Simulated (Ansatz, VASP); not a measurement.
# Two plane-wave programs on Sn

```xyz
2
Lattice="-2.8295 3.0795 1.6277 2.8309 -3.0797 1.6306 2.8293 3.0795 -1.6280" Properties=species:S:1:pos:R:3 pbc="T T T"
Sn    0.0003    3.0796    0.4124
Sn   -0.0001   -0.0002    0.4021
```

Change from the starting cell: atom 1 moved 0.75 Å; relaxed back.

Alike in both runs: functional PBE; k mesh 12 × 12 × 12; occupations gaussian, width 0.15 eV; no spin polarisation.

Ansatz relaxed the structure, and its values are those at the end. VASP's run is a single point on that final structure, the one shown.

|  | VASP | Ansatz |
| --- | --- | --- |
| version | VASP 6.6.1 | Ansatz 0.2.0 |
| potentials or method | VASP PAW PBE potentials, release 64 (Sn_d), cutoff 520 eV | scalar-relativistic, plane waves, PAW |
| valence electrons in the cell | 28 | 28 |

|  | VASP | Ansatz | Ansatz less VASP |
| --- | --- | --- | --- |
| gap on the k mesh at the Fermi level (eV) | none | none | - |
| pressure (GPa) | -0.1 | 0.0 | +0.04 |

A gap of «none» marks a metal or a gap that the smearing closes.
